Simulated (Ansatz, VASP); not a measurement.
**ScAl: VASP beside Ansatz**

The input POSCAR:

```
ScAl
1.0
    3.3703489700      0.0000000000      0.0000000000
    0.0000000000      3.3703489700      0.0000000000
    0.0000000000      0.0000000000      3.3703489700
Sc Al
1 1
Direct
    0.5000000000      0.5000000000      0.5000000000
    0.0000000000      0.0000000000      0.0000000000
```

The input INCAR.step1:

```
SYSTEM = ScAl
PREC = Accurate ; ENCUT = 520
ISMEAR = 0 ; SIGMA = 0.2
LREAL = .FALSE. ; LASPH = .TRUE.
NELM = 100 ; NBANDS = 14
GGA = PE ; ALGO = Normal
EDIFF = 1E-4 ; LWAVE = .TRUE.
LCHARG = .FALSE.
```

The input INCAR.step2:

```
SYSTEM = ScAl
PREC = Accurate ; ENCUT = 520
EDIFF = 1E-7 ; ISMEAR = 0
SIGMA = 0.2 ; LREAL = .FALSE.
LASPH = .TRUE. ; NELM = 100
ALGO = Normal ; ISIF = 2
LWAVE = .FALSE. ; LCHARG = .FALSE.
METAGGA = R2SCAN ; LMIXTAU = .TRUE.
NBANDS = 14 ; ISTART = 1
```

File KPOINTS:

```
regular mesh
0
G
  12 12 12
  0 0 0
```

Input for Ansatz:

```yaml
crystal:
  lattice:
    - [3.37034897, 0.0, 0.0]
    - [0.0, 3.37034897, 0.0]
    - [0.0, 0.0, 3.37034897]
  atoms:
    - { symbol: Sc, position: [0.5, 0.5, 0.5] }
    - { symbol: Al, position: [0.0, 0.0, 0.0] }
basis:
  ecutwfc: 500
kpoints:
  mp_grid: { grid: [12, 12, 12] }
hamiltonian:
  xc: r2scan
scf:
  occupations: { method: gaussian, width: 0.2 }
output:
  forces: true
  stress: true
  eigenvalues: true
```

Alike in both runs: task single point; functional r2SCAN; k mesh 12 × 12 × 12; occupations gaussian, width 0.2 eV; no spin polarisation.

```csv
,VASP,Ansatz
version,VASP 6.6.1,Ansatz 0.2.0
potentials or method,"VASP PAW PBE potentials, release 64 (Sc_sv, Al), cutoff 520 eV","scalar-relativistic, plane waves, PAW"
valence electrons in the cell,14,14
```

|  | VASP | Ansatz | Ansatz less VASP |
| --- | --- | --- | --- |
| gap on the k mesh at the Fermi level (eV) | none | none | - |
| pressure (GPa) | 0.2 | 0.0 | -0.18 |

VASP's potentials were made for PBE, not for r2SCAN. A gap of «none» marks a metal or a gap that the smearing closes.
